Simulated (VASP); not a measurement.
# RuBr2 (Fm-3m) in VASP: settings compared

Aim: see how the results for RuBr2 move with the level of theory and the settings. Levels: PBE+U, PBEsol+U. Tasks: single point.

Program: VASP 6.6.1. These are calculated values, not measurements. Logs are shortened: lines on timing, memory, paths and dates and some standing lists are left out, and cuts for length are marked.

## 1. The cell of the first run

The structure is cubic, space group Fm-3m (No. 225). Conventional cell: a = 6.327 Å, b = 6.327 Å, c = 6.327 Å, α = 90.00°, β = 90.00°, γ = 90.00°. Within 3.6 Å of Ru (site symmetry m-3m) lie 8 Br at 2.74 Å. Br (site symmetry -43m) has 4 Ru at 2.74 Å and 6 Br at 3.16 Å within 3.6 Å.

## 2. Single point, PBE+U, collinear spin, ferromagnetic start

INCAR reads:

```
SYSTEM = RuBr2
PREC = Accurate
ENCUT = 520
EDIFF = 1E-7
ISMEAR = 0
SIGMA = 0.05
LREAL = .FALSE.
LASPH = .TRUE.
NELM = 150
ALGO = Normal
ISIF = 2
LWAVE = .FALSE.
LCHARG = .TRUE.
ISPIN = 2
MAGMOM = 1 0 0
LORBIT = 11
LMAXMIX = 4
LDAU = .TRUE.
LDAUTYPE = 2
LDAUL = 2 -1
LDAUU = 7 0
LDAUJ = 0 0
LDAUPRINT = 1
GGA = PE
LELF = .TRUE.
LVHAR = .TRUE.
NBANDS = 25
```

KPOINTS reads:

```
regular mesh
0
G
  5 5 5
  0 0 0
```

POSCAR reads:

```
RuBr2
1.0
    0.0000000000      3.1637246900      3.1637246900
    3.1637246900      0.0000000000      3.1637246900
    3.1637246900      3.1637246900      0.0000000000
Ru Br
1 2
Direct
    0.0000000000      0.0000000000      0.0000000000
    0.2500000000      0.2500000000      0.2500000000
    0.7500000000      0.7500000000      0.7500000000
```

Potentials or basis: VASP PAW PBE potentials, release 64 (Ru_pv, Br).

Command:

```sh
cat potpaw_PBE.64/Ru_pv/POTCAR potpaw_PBE.64/Br/POTCAR > POTCAR
mpirun -np 1 vasp_std > vasp.out
```

OUTCAR:

```text
SYSTEM = RuBr2
   PREC = Accurate
   ENCUT = 520
   EDIFF = 1E-7
   ISMEAR = 0
   LREAL = .FALSE.
   LASPH = .TRUE.
   NELM = 150
   ISIF = 2
   ISPIN = 2
   LORBIT = 11
   GGA = PE

 ion  position               nearest neighbor table
   1  0.000  0.000  0.000-   3 2.74   3 2.74   3 2.74   2 2.74   2 2.74   2 2.74   3 2.74   2 2.74

   2  0.250  0.250  0.250-   1 2.74   1 2.74   1 2.74   1 2.74
   3  0.750  0.750  0.750-   1 2.74   1 2.74   1 2.74   1 2.74

  LATTYP: Found a face centered cubic cell.
 ALAT       =     6.3274493800

  Lattice vectors:

 A1 = (   0.0000000000,   3.1637246900,   3.1637246900)
 A2 = (   3.1637246900,   0.0000000000,   3.1637246900)
 A3 = (   3.1637246900,   3.1637246900,   0.0000000000)

Analysis of symmetry for initial positions (statically):
=====================================================================
 Subroutine PRICEL returns:
 Original cell was already a primitive cell.

 Routine SETGRP: Setting up the symmetry group for a
 face centered cubic supercell.

 Subroutine GETGRP returns: Found 48 space group operations
 (whereof 48 operations were pure point group operations)
 out of a pool of 48 trial point group operations.

The static configuration has the point symmetry O_h .

Analysis of symmetry for dynamics (positions and initial velocities):
=====================================================================
 Subroutine PRICEL returns:
 Original cell was already a primitive cell.

 Routine SETGRP: Setting up the symmetry group for a
 face centered cubic supercell.

 Subroutine GETGRP returns: Found 48 space group operations
 (whereof 48 operations were pure point group operations)
 out of a pool of 48 trial point group operations.

The dynamic configuration has the point symmetry O_h .

Analysis of structural, dynamic, and magnetic symmetry:
=====================================================================
 Subroutine PRICEL returns:
 Original cell was already a primitive cell.

 Routine SETGRP: Setting up the symmetry group for a
 face centered cubic supercell.

 Subroutine GETGRP returns: Found 48 space group operations
 (whereof 48 operations were pure point group operations)
 out of a pool of 48 trial point group operations.

The overall configuration has the point symmetry O_h .

 Subroutine INISYM returns: Found 48 space group operations
[... 155 lines left out ...]
  o =  0.8607  v =  0.0000  0.0000  0.0000  0.0000  0.0000 -0.0000  0.0000 -0.9994 -0.0000  0.0353      0.0000  0.0000  0.0000  0.0000  0.0000  0.0000  0.0000  0.0000  0.0000  0.0000
  o =  0.8607  v =  0.0000  0.0000  0.0000  0.0000  0.0000  0.0000  0.0000 -0.0353 -0.0000 -0.9994      0.0000  0.0000  0.0000  0.0000  0.0000  0.0000  0.0000  0.0000  0.0000  0.0000
  o =  0.8659  v =  0.0000 -0.0000 -0.4599 -0.0000 -0.8880  0.0000  0.0000  0.0000  0.0000  0.0000      0.0000  0.0000  0.0000  0.0000  0.0000  0.0000  0.0000  0.0000  0.0000  0.0000
  o =  0.8659  v =  0.0000  0.0000 -0.8880  0.0000  0.4599  0.0000  0.0000  0.0000  0.0000  0.0000      0.0000  0.0000  0.0000  0.0000  0.0000  0.0000  0.0000  0.0000  0.0000  0.0000

 number of electron      27.9999998 magnetization       1.9999606

 Free energy of the ion-electron system (eV)
  ---------------------------------------------------
  ext. energy  EPLUGINS =         0.00000000
  ---------------------------------------------------
  free energy    TOTEN  =        -5.90007699 eV

  energy without entropy =       -5.89348707  energy(sigma->0) =       -5.89678203

 E-fermi :   5.2457     XC(G=0): -10.3643

 val. band max:        5.2364456018   @ k =   0.4000   0.0000   0.0000
 cond. band min:       5.2595614358   @ k =  -0.4000   0.2000   0.0000
 fundamental gap:      0.0231158340
 Fermi energy:         5.2456517573

 spin component 1

 k-point     1 :       0.0000    0.0000    0.0000
  band No.  band energies     occupation
      1     -36.7054      1.00000
      2     -36.7054      1.00000
      3     -36.7054      1.00000
      4     -11.2437      1.00000
      5      -8.7186      1.00000
      6      -1.0010      1.00000
[... 269 lines left out ...]
     24      17.5404      0.00000
     25      17.6168      0.00000
 Fermi energy:         5.2456517573

 spin component 2

 k-point     1 :       0.0000    0.0000    0.0000
  band No.  band energies     occupation
      1     -34.9296      1.00000
      2     -34.9294      1.00000
      3     -34.9290      1.00000
      4     -11.3844      1.00000
      5      -8.9150      1.00000
      6       0.3877      1.00000
[... 269 lines left out ...]
     24      18.1175      0.00000
     25      18.3875      0.00000

------------------------ aborting loop because EDIFF is reached ----------------------------------------

  FORCE on cell =-STRESS in cart. coord.  units (eV):
  Direction    XX          YY          ZZ          XY          YZ          ZX
  --------------------------------------------------------------------------------------
  -------------------------------------------------------------------------------------
  Total        5.3467713      5.3467713      5.3467713      0.0000000      0.0000000      0.0000000
  in kB      135.2621056    135.2621056    135.2621056      0.0000000      0.0000000      0.0000000
  external PRESSURE =     135.2621056 kB  Pullay stress =       0.0000000 kB

 VOLUME and BASIS-vectors are now :
 -----------------------------------------------------------------------------
  energy-cutoff  :      520.00
  volume of cell :       63.33
      direct lattice vectors                 reciprocal lattice vectors
     0.000000000  3.163724690  3.163724690    -0.158041565  0.158041565  0.158041565
     3.163724690  0.000000000  3.163724690     0.158041565 -0.158041565  0.158041565
     3.163724690  3.163724690  0.000000000     0.158041565  0.158041565 -0.158041565

 POSITION                                       TOTAL-FORCE (eV/Angst)
 -----------------------------------------------------------------------------------
      0.00000      0.00000      0.00000        -0.000000     -0.000000     -0.000000
      1.58186      1.58186      1.58186         0.000000      0.000000      0.000000
      4.74559      4.74559      4.74559        -0.000000     -0.000000     -0.000000
 -----------------------------------------------------------------------------------
    total drift:                               -0.000000      0.000000      0.000000

  FREE ENERGIE OF THE ION-ELECTRON SYSTEM (eV)
  ---------------------------------------------------
  free  energy   TOTEN  =        -5.9000769852 eV

  energy  without entropy=       -5.8934870744  energy(sigma->0) =       -5.89678203

 total charge

# of ion       s       p       d       tot
------------------------------------------
    1        0.188   6.117   6.138  12.442
    2        1.633   3.208   0.043   4.885
    3        1.633   3.208   0.043   4.885
--------------------------------------------------
tot          3.454  12.534   6.224  22.212

 magnetization (x)

# of ion       s       p       d       tot
------------------------------------------
    1        0.014   0.018   2.266   2.298
    2        0.005  -0.187   0.007  -0.175
    3        0.005  -0.187   0.007  -0.175
--------------------------------------------------
tot          0.024  -0.356   2.280   1.947
```

stdout:

```text
POSCAR found type information on POSCAR RuBr
 POSCAR found :  2 types and       3 ions
 scaLAPACK will be used
 LDA part: xc-table for (Slater+PW92), standard interpolation
 POSCAR, INCAR and KPOINTS ok, starting setup
 FFT: planning ... GRIDC
 FFT: planning ... GRID_SOFT
 FFT: planning ... GRID
 WAVECAR not read
 entering main loop
```

It took 42 s on 1 thread of Intel Xeon Platinum 8375C at 2.90GHz (Ice Lake), shared host; peak memory 0.24 GiB.

Results:

```
Free energy                                           : -5.9001 eV
Pressure                                              : 13.5 GPa
Band gap on the k mesh                                : zero (filled and empty bands overlap)
Net moment                                            : 2.00 μB per cell
Site moments                                          : Ru +2.30; Br -0.17 μB
Valence electrons inside the program's atomic spheres : Ru 12.44; Br 4.88
```

Eigenvalues of the final occupation matrices:
| site | spin | trace | eigenvalues |
| --- | --- | --- | --- |
| site 1 d | 1 | 4.23 | 0.83 0.83 0.83 0.87 0.87 |
| site 1 d | 2 | 1.95 | 0.08 0.08 0.08 0.86 0.86 |

## 3. Single point, PBEsol+U, collinear spin, ferromagnetic start

INCAR reads:

```
SYSTEM = RuBr2
PREC = Accurate
ENCUT = 520
EDIFF = 1E-7
ISMEAR = 0
SIGMA = 0.05
LREAL = .False.
LASPH = .True.
NELM = 150
ALGO = Normal
ISIF = 2
LWAVE = .False.
LCHARG = .True.
ISPIN = 2
MAGMOM = 1 0 0
LORBIT = 11
LMAXMIX = 4
LDAU = .True.
LDAUTYPE = 2
LDAUL = 2 -1
LDAUU = 2 0
LDAUJ = 0 0
LDAUPRINT = 1
GGA = PS
LELF = .True.
LVHAR = .True.
NBANDS = 25
```

KPOINTS reads:

```
regular mesh
0
Gamma
  5 5 5
  0 0 0
```

POSCAR is that of step 2.

Potentials or basis: VASP PAW PBE potentials, release 64 (Ru_pv, Br).

Command:

```sh
cat potpaw_PBE.64/Ru_pv/POTCAR potpaw_PBE.64/Br/POTCAR > POTCAR
mpirun -np 1 vasp_std > vasp.out
```

It took 39 s on 1 thread of Intel Xeon Platinum 8375C at 2.90GHz (Ice Lake), shared host; peak memory 0.24 GiB.

It converged, with:

```
Free energy                                           : -10.4247 eV
Pressure                                              : -3.1 GPa
Net moment                                            : 0.13 μB per cell
Site moments                                          : Ru +0.12; Br +0.00 μB
Valence electrons inside the program's atomic spheres : Ru 12.38; Br 4.79
```

Levels at points of the mesh, in eV from the Fermi level:
Spin up:
| k point | band 11 | band 12 | band 13 | band 14 | band 15 | band 16 | band 17 | band 18 |
| --- | --- | --- | --- | --- | --- | --- | --- | --- |
| (0.00, 0.00, 0.00) | -2.55 | -2.06 | -2.06 | 1.02 | 1.02 | 1.02 | 2.51 | 4.10 |
Spin down:
| k point | band 9 | band 10 | band 11 | band 12 | band 13 | band 14 | band 15 | band 16 | band 17 | band 18 |
| --- | --- | --- | --- | --- | --- | --- | --- | --- | --- | --- |
| (0.00, 0.00, 0.00) | -2.55 | -2.55 | -2.55 | -2.01 | -2.01 | 1.17 | 1.17 | 1.17 | 2.53 | 4.11 |

Eigenvalues of the final occupation matrices:
```csv
site,spin,trace,eigenvalues
site 1 d,1,3.12,0.50 0.50 0.50 0.80 0.80
site 1 d,2,3.00,0.47 0.47 0.47 0.80 0.80
```

Caveat: the PAW data sets were made with another functional, which shifts forces and pressure a little.
